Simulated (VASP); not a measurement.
# GeMo (WC type) (P-6m2) in VASP: a series of runs

Runs on GeMo (WC type). Level: PBE. Tasks: single point.

Everything below comes from runs of VASP 6.6.1. Logs are shortened: lines on timing, memory, paths and dates and some standing lists are left out, and cuts for length are marked.

## (1) The cell of the first run

Symmetry: P-6m2, No. 187, hexagonal system. The conventional cell has a = 2.448 Å, b = 2.448 Å, c = 3.576 Å, α = 90.00°, β = 90.00°, γ = 120.00°. Mo (site symmetry -6m2) has 6 Ge at 2.28 Å and 6 Mo at 2.45 Å within 3.0 Å. Ge (site symmetry -6m2) has 6 Mo at 2.28 Å and 6 Ge at 2.45 Å within 3.0 Å.

## (2) Single point, PBE

Contents of INCAR:

```
SYSTEM = GeMo
PREC = Accurate ; ENCUT = 500
EDIFF = 1E-6 ; ISMEAR = -1
SIGMA = 0.1 ; LREAL = .False.
LASPH = .True. ; NELM = 120
ALGO = Normal ; ISIF = 2
LWAVE = .False. ; LCHARG = .False.
GGA = PE ; NBANDS = 21
GGA_COMPAT = .False.
```

Contents of KPOINTS:

```
Automatic mesh
0
Gamma
  15 15 14
  0 0 0
```

Contents of POSCAR:

```
GeMo
1.0
    2.4482623935      0.0000000000      0.0000000000
   -1.2241311968      2.1202574279      0.0000000000
    0.0000000000      0.0000000000      3.5761647115
Mo Ge
1 1
Direct
    0.0000000000      0.0000000000      0.0000000000
    0.3333333333      0.6666666667      0.5000000000
```

Potentials or basis: VASP PAW PBE potentials, release 64 (Mo_sv, Ge_d).

Started as:

```sh
$ cat potpaw_PBE.64/Mo_sv/POTCAR potpaw_PBE.64/Ge_d/POTCAR > POTCAR
$ mpirun -np 1 vasp_std > vasp.out
```

OUTCAR:

```text
SYSTEM = GeMo
   PREC = Accurate
   ENCUT = 500
   EDIFF = 1E-6
   ISMEAR = -1
   LREAL = .False.
   LASPH = .True.
   NELM = 120
   ISIF = 2
   GGA = PE

 ion  position               nearest neighbor table
   1  0.000  0.000  0.000-   2 2.28   2 2.28   2 2.28   2 2.28   2 2.28   2 2.28
   2  0.333  0.667  0.500-   1 2.28   1 2.28   1 2.28   1 2.28   1 2.28   1 2.28

  LATTYP: Found a hexagonal cell.
 ALAT       =     2.4482623935
 C/A-ratio  =     1.4606950305

  Lattice vectors:

 A1 = (   2.4482623935,   0.0000000000,   0.0000000000)
 A2 = (  -1.2241311968,   2.1202574279,   0.0000000000)
 A3 = (   0.0000000000,   0.0000000000,   3.5761647115)

Analysis of symmetry for initial positions (statically):
=====================================================================
 Subroutine PRICEL returns:
 Original cell was already a primitive cell.

 Routine SETGRP: Setting up the symmetry group for a
 hexagonal supercell.

 Subroutine GETGRP returns: Found 12 space group operations
 (whereof 12 operations were pure point group operations)
 out of a pool of 24 trial point group operations.

The static configuration has the point symmetry D_3h.

Analysis of symmetry for dynamics (positions and initial velocities):
=====================================================================
 Subroutine PRICEL returns:
 Original cell was already a primitive cell.

 Routine SETGRP: Setting up the symmetry group for a
 hexagonal supercell.

 Subroutine GETGRP returns: Found 12 space group operations
 (whereof 12 operations were pure point group operations)
 out of a pool of 24 trial point group operations.

The dynamic configuration has the point symmetry D_3h.

 Subroutine INISYM returns: Found 12 space group operations
 (whereof 12 operations are pure point group operations),
 and found     1 'primitive' translations

----------------------------------------------------------------------------------------

                                     Primitive cell

  volume of cell :      18.5637

  direct lattice vectors                    reciprocal lattice vectors
     2.448262393  0.000000000  0.000000000     0.408452951  0.235820421  0.000000000
    -1.224131197  2.120257428  0.000000000     0.000000000  0.471640843  0.000000000
     0.000000000  0.000000000  3.576164712     0.000000000  0.000000000  0.279629178

  length of vectors
     2.448262393  2.448262394  3.576164712     0.471640843  0.471640843  0.279629178

  position of ions in fractional coordinates (direct lattice)
     0.000000000  0.000000000  0.000000000
     0.333333333  0.666666667  0.500000000

  ion indices of the primitive-cell ions
   primitive index   ion index
                 1           1
                 2           2

----------------------------------------------------------------------------------------

 KPOINTS: Automatic mesh

Automatic generation of k-mesh.
 Grid dimensions read from file:
 generate k-points for:   15   15   14

 Generating k-lattice:

  Cartesian coordinates                     Fractional coordinates (reciprocal lattice)
     0.027230197  0.015721361  0.000000000     0.066666667  0.000000000  0.000000000
     0.000000000  0.031442723  0.000000000     0.000000000  0.066666667  0.000000000
     0.000000000  0.000000000  0.019973513     0.000000000  0.000000000  0.071428571

  Length of vectors
     0.031442723  0.031442723  0.019973513

  Shift w.r.t. Gamma in fractional coordinates (k-lattice)
     0.000000000  0.000000000  0.000000000

 Subroutine IBZKPT returns following result:
 ===========================================

 Found    216 irreducible k-points:

 Following reciprocal coordinates:
            Coordinates               Weight
  0.000000  0.000000  0.000000      1.000000
  0.066667  0.000000  0.000000      6.000000
  0.133333  0.000000  0.000000      6.000000
  0.200000  0.000000  0.000000      6.000000
  0.266667  0.000000  0.000000      6.000000
  0.333333  0.000000  0.000000      6.000000
[... 16 lines left out ...]
  0.333333  0.200000  0.000000     12.000000
  0.400000  0.200000  0.000000      6.000000
 [... further k-points ...]
   k-points           NKPTS =    216   k-points in BZ     NKDIM =    216   number of bands    NBANDS=     21
   number of dos      NEDOS =    301   number of ions     NIONS =      2
   total plane-waves  NPLWV =   9072
   dimension x,y,z NGX =    18 NGY =   18 NGZ =   28
   dimension x,y,z NGXF=    36 NGYF=   36 NGZF=   56
   ions per type =               1   1
   NGX,Y,Z   is equivalent  to a cutoff of  12.22, 12.22, 13.02 a.u.
   NGXF,Y,Z  is equivalent  to a cutoff of  24.45, 24.45, 26.03 a.u.
 SYSTEM =  GeMo
   PREC   = accura    normal or accurate (medium, high low for compatibility)
   ISTART =      0    job   : 0-new  1-cont  2-samecut
   ICHARG =      2    charge: 1-file 2-atom 10-const
   ISPIN  =      1    spin polarized calculation?
   LNONCOLLINEAR =      F non collinear calculations
   LSORBIT =      F    spin-orbit coupling
   LASPH  =      T    aspherical Exc in radial PAW
   ENCUT  =  500.0 eV  36.75 Ry    6.06 a.u.   4.46  4.46  6.52*2*pi/ulx,y,z
   NELM   =    120;   NELMIN=  2; NELMDL= -5     # of ELM steps
   EDIFF  = 0.1E-05   stopping-criterion for ELM
   LREAL  =      F    real-space projection
   EDIFFG = 0.1E-04   stopping-criterion for IOM
   NSW    =      0    number of steps for IOM
   IBRION =     -1    ionic relax: 0-MD 1-quasi-New 2-CG
   NFREE  =      0    steps in history (QN), initial steepest desc. (CG)
   ISIF   =      2    stress and relaxation
   ISYM   =      2    0-nonsym 1-usesym 2-fastsym
   POTIM  = 0.5000    time-step for ionic-motion
   TEBEG  =    0.0;   TEEND  =   0.0 temperature during run
   PSTRESS=    0.0 pullay stress
   NELECT =      28.0000    total number of electrons
   NUPDOWN=      -1.0000    fix difference up-down
   EMIN   =  10.00;   EMAX   =-10.00  energy-range for DOS
   EFERMI =   0.00;   METHOD = LEGACY
   ISMEAR =    -1;   SIGMA  =   0.10  broadening in eV -4-tet -1-fermi 0-gaus
   EFERMI_NEDOS =   21; number of points for ismear=-14 and -15
   IALGO  =     38    algorithm
   IMIX   =      4    mixing-type and parameters
     AMIX     =   0.40;   BMIX     =  1.00
     AMIX_MAG =   1.60;   BMIX_MAG =  1.00
  volume/ion in A,a.u.               =       9.28        62.64
  Fermi-wavevector in a.u.,A,eV,Ry     =   1.877469  3.547902 47.959048  3.524891
  Thomas-Fermi vector in A             =   2.921732
   LORBIT       =      0    0 simple, 1 ext, 2 COOP (PROOUT), +10 PAW based schemes
   GGA     = PE    functional components
   LHFCALC =     F    Hartree Fock is set to
   AEXX    =    0.0000 exact exchange contribution
   IVDW    =     0    specifies the selected vdW correction
   LEPSILON=     F    determine dielectric tensor
   LRPA    =     F    only Hartree local field effects (RPA)
 non-spin polarized calculation
  energy-cutoff  :      500.00
  volume of cell :       18.56
 maximum number of plane-waves:       493
 NGX is ok and might be reduce to    18
   NGX =  9   NGY =  9   NGZ = 13

 number of electron      27.9999985 magnetization

 Free energy of the ion-electron system (eV)
  ---------------------------------------------------
  ext. energy  EPLUGINS =         0.00000000
  ---------------------------------------------------
  free energy    TOTEN  =        -7.68973486 eV

  energy without entropy =       -7.66116136  energy(sigma->0) =       -7.67544811

 E-fermi :  19.9556     XC(G=0): -15.9999

 val. band max:       19.9524971201   @ k =   0.2000   0.1333   0.0714
 cond. band min:      19.9656808147   @ k =   0.4667   0.0000   0.1429
 fundamental gap:      0.0131836946
 Fermi energy:        19.9555669892

 k-point     1 :       0.0000    0.0000    0.0000
  band No.  band energies     occupation
      1     -41.3125      2.00000
      2     -16.0227      2.00000
      3     -13.5227      2.00000
      4     -13.5227      2.00000
      5      -6.0272      2.00000
      6      -5.9208      2.00000
[... 13 lines left out ...]
     20      34.5407      0.00000
     21      37.9203      0.00000

 k-point     2 :       0.0667    0.0000    0.0000
  band No.  band energies     occupation
      1     -41.2797      2.00000
      2     -15.9944      2.00000
      3     -13.7092      2.00000
      4     -13.5613      2.00000
      5      -6.0093      2.00000
      6      -5.9271      2.00000
[... 13 lines left out ...]
     20      33.4635      0.00000
     21      37.6036      0.00000

 k-point     3 :       0.1333    0.0000    0.0000
  band No.  band energies     occupation
      1     -41.1861      2.00000
      2     -15.9138      2.00000
      3     -14.2200      2.00000
      4     -13.6692      2.00000
      5      -5.9974      2.00000
      6      -5.9081      2.00000
[... 13 lines left out ...]
     20      34.3656      0.00000
     21      36.8842      0.00000

 k-point     4 :       0.2000    0.0000    0.0000
  band No.  band energies     occupation
      1     -41.0453      2.00000
      2     -15.7930      2.00000
      3     -14.9346      2.00000
      4     -13.8248      2.00000
      5      -6.0391      2.00000
      6      -5.8259      2.00000
[... 13 lines left out ...]
     20      35.3252      0.00000
     21      35.3839      0.00000

 k-point     5 :       0.2667    0.0000    0.0000
  band No.  band energies     occupation
      1     -40.8789      2.00000
      2     -15.7101      2.00000
      3     -15.6509      2.00000
      4     -13.9989      2.00000
      5      -6.0973      2.00000
      6      -5.7276      2.00000
[... 13 lines left out ...]
     20      34.4921      0.00000
     21      35.4576      0.00000
[... 382 lines left out ...]
     20      34.3604      0.00000
     21      40.5992      0.00000

 k-point    22 :       0.2667    0.2000    0.0000
  band No.  band energies     occupation
      1     -40.5516      2.00000
      2     -16.5799      2.00000
      3     -15.3717      2.00000
      4     -14.9608      2.00000
      5      -6.0053      2.00000
      6      -5.8506      2.00000
[... 13 lines left out ...]
     20      34.6381      0.00000
     21      40.0050      0.00000

 k-point    23 :       0.3333    0.2000    0.0000
  band No.  band energies     occupation
      1     -40.4658      2.00000
      2     -16.7925      2.00000
      3     -15.2988      2.00000
      4     -15.1972      2.00000
      5      -6.0179      2.00000
      6      -5.8824      2.00000
[... 13 lines left out ...]
     20      35.4369      0.00000
     21      38.7769      0.00000

 k-point    24 :       0.4000    0.2000    0.0000
  band No.  band energies     occupation
      1     -40.4351      2.00000
      2     -16.8656      2.00000
      3     -15.2821      2.00000
      4     -15.2728      2.00000
      5      -6.0236      2.00000
      6      -5.8938      2.00000
[... 13 lines left out ...]
     20      36.2983      0.00000
     21      37.6319      0.00000

 [... further k-points ...]

------------------------ aborting loop because EDIFF is reached ----------------------------------------

  FORCE on cell =-STRESS in cart. coord.  units (eV):
  Direction    XX          YY          ZZ          XY          YZ          ZX
  --------------------------------------------------------------------------------------
  -------------------------------------------------------------------------------------
  Total       35.1610586     35.1610586     35.2270308     -0.0000000     -0.0000000      0.0000000
  in kB     3034.6489270   3034.6489270   3040.3428005     -0.0000001     -0.0000000      0.0000000
  external PRESSURE =    3036.5468848 kB  Pullay stress =       0.0000000 kB

 VOLUME and BASIS-vectors are now :
 -----------------------------------------------------------------------------
  energy-cutoff  :      500.00
  volume of cell :       18.56
      direct lattice vectors                 reciprocal lattice vectors
     2.448262393  0.000000000  0.000000000     0.408452951  0.235820421  0.000000000
    -1.224131197  2.120257428  0.000000000     0.000000000  0.471640843  0.000000000
     0.000000000  0.000000000  3.576164712     0.000000000  0.000000000  0.279629178

 POSITION                                       TOTAL-FORCE (eV/Angst)
 -----------------------------------------------------------------------------------
      0.00000      0.00000      0.00000        -0.000000      0.000000      0.000000
     -0.00000      1.41350      1.78808         0.000000     -0.000000      0.000000
 -----------------------------------------------------------------------------------
    total drift:                               -0.000000      0.000000     -0.000000

  FREE ENERGIE OF THE ION-ELECTRON SYSTEM (eV)
  ---------------------------------------------------
  free  energy   TOTEN  =        -7.6897348627 eV

  energy  without entropy=       -7.6611613583  energy(sigma->0) =       -7.67544811
```

It took 1.9 min on 1 thread of Intel Xeon 8259CL, shared host; peak memory 0.19 GiB.

What came out:

```yaml
Free_energy: -7.6897 eV
Pressure: 303.7 GPa
Band_gap_on_the_k_mesh: zero (bands 14 and 15 overlap by 3.31 eV)
```

Caveat: the cell stands under pressure.

## (3) Single point, PBE

Contents of INCAR:

```
ALGO     = Normal         # electronic algorithm
EDIFF    = 1E-6           # SCF threshold, eV
ENCUT    = 500            # plane-wave cutoff, eV
GGA      = PE             # functional
GGA_COMPAT= F            
ISIF     = 2              # what is computed and relaxed
ISMEAR   = -1             # smearing method
LASPH    = T              # aspherical terms in the spheres
LCHARG   = F              # write CHGCAR
LREAL    = F              # projectors in reciprocal space
LWAVE    = F              # write WAVECAR
NBANDS   = 21             # bands
NELM     = 120            # most SCF steps
PREC     = Accurate       # precision mode
SIGMA    = 0.1            # smearing width, eV
```

Contents of KPOINTS:

```
k-points
0
Gamma
  15 15 14
```

POSCAR is that of step 2.

Potentials or basis: VASP PAW PBE potentials, release 64 (Mo_sv, Ge_d).

Started as:

```sh
$ cat potpaw_PBE.64/Mo_sv/POTCAR potpaw_PBE.64/Ge_d/POTCAR > POTCAR
$ mpirun -np 1 vasp_std > vasp.out
```

Wall time 2 min (1 thread of Intel Xeon 8259CL, shared host); peak memory 0.2 GiB.

It converged, with:

```yaml
Free_energy: -7.6897 eV
Pressure: 303.7 GPa
Band_gap_on_the_k_mesh: zero (bands 14 and 15 overlap by 3.31 eV)
```

Stress tensor (GPa, compression positive):
```
303.46   0.00   0.00
  0.00 303.46   0.00
  0.00   0.00 304.03
```

Levels at points of the mesh, in eV from the Fermi level:
```csv
k point,band 11,band 12,band 13,band 14,band 15,band 16,band 17,band 18
"(0.00, 0.00, 0.00)",-6.43,-2.57,-2.11,-2.11,2.44,2.44,9.90,12.36
"(0.00, 0.00, 0.50)",-8.73,-4.78,-1.78,-1.78,1.78,1.78,9.84,12.11
```

Caveat: the cell stands under pressure.
